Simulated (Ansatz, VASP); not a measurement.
One calculation of W, two programs

```xyz
1
Lattice="-1.5922 1.5922 1.5922 1.5922 -1.5922 1.5922 1.5922 1.5922 -1.5922" Properties=species:S:1:pos:R:3 pbc="T T T"
W     0.0000    0.0000    0.0000
```

Alike in both runs: task relaxation of cell and atoms; functional PBE; k mesh 19 × 19 × 19; occupations fermi-dirac, width 0.1 eV; collinear spin.

|  | VASP | Ansatz |
| --- | --- | --- |
| version | VASP 6.6.1 | Ansatz 0.2.0 |
| potentials or method | VASP PAW PBE potentials, release 64 (W_sv) | PAW with Ansatz's default frozen-core files, scalar-relativistic |
| plane-wave cutoff (eV) | 600 | 420 |
| valence electrons in the cell | 14 | 14 |

|  | VASP | Ansatz | Ansatz less VASP |
| --- | --- | --- | --- |
| gap on the k mesh at the Fermi level, each at its own relaxed structure (eV) | none | none | - |
| net moment per atom (μB) | 0.00 | 0.00 | 0.000 |
| relaxed volume (Å³/atom) | 16.16 | 16.13 | -0.029 |
| relaxed cell length with the largest relative difference (Å) | 2.759 | 2.757 | -0.0016 |

A gap of «none» marks a metal or a gap that the smearing closes. Ansatz's warnings: seeded moment not kept.

Neither program's run includes spin-orbit coupling.
